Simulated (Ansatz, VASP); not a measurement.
**ZnS: VASP beside Ansatz**

Contents of INCAR:

```
ALGO = Normal ; EDIFF = 1E-6
EDIFFG = -0.02 ; ENCUT = 520
GGA = PE ; IBRION = 2
ISIF = 2 ; ISMEAR = -1
LASPH = T ; LCHARG = F
LREAL = F ; LWAVE = F
NELM = 60 ; NSW = 80
PREC = Accurate ; SIGMA = 0.02
```

The input KPOINTS:

```
k-points
0
Gamma
  14 14 14
```

Contents of POSCAR:

```
ZnS
1.0
    0.0000000000      2.7428757960      2.7428757960
    2.7428757960      0.0000000000      2.7428757960
    2.7428757960      2.7428757960      0.0000000000
Zn S
1 1
Direct
    0.0000000000      0.0000000000      0.0000000000
    0.2500000000      0.2500000000      0.2500000000
```

Input for Ansatz:

```yaml
crystal:
  lattice:
    - [0.0, 2.742875796, 2.742875796]
    - [2.742875796, 0.0, 2.742875796]
    - [2.742875796, 2.742875796, 0.0]
  atoms:
    - { symbol: Zn, position: [0.0, 0.0, 0.0] }
    - { symbol: S, position: [0.25, 0.25, 0.25] }
kpoints:
  mp_grid: { grid: [14, 14, 14] }
scf:
  occupations: { method: fermi_dirac, width: 0.02 }
hamiltonian:
  xc: pbe
  pseudopotentials: { kind: paw }
output:
  forces: true
  stress: true
  populations: true
  efg:
    quadrupole_moments_barn: { Zn: 0.122, S: -0.0694 }
    contact_densities: true
  write_density: true
  write_potential: true
  elf: true
  volumetric_format: npy
relax:
  f_tol: 0.02
  max_steps: 60
```

Change from the starting cell: volume scaled by 1.04, ions relaxed.

Alike in both runs: task relaxation of the atoms; functional PBE; k mesh 14 × 14 × 14; occupations fermi-dirac, width 0.02 eV; no spin polarisation.

|  | VASP | Ansatz |
| --- | --- | --- |
| version | VASP 6.6.1 | Ansatz 0.2.0 |
| potentials or method | VASP PAW PBE potentials, release 64 (Zn, S) | plane-wave PAW, scalar-relativistic |
| plane-wave cutoff (eV) | 520 | 420 |
| valence electrons in the cell | 18 | 18 |

```csv
,VASP,Ansatz,Ansatz less VASP
"gap on the k mesh at the Fermi level, each at its own relaxed structure (eV)",1.92,1.92,-0.003
```

Ansatz's warnings: stress scf threshold loose.

Noted on VASP's run: the relaxation stopped at its first step, so nothing moved.
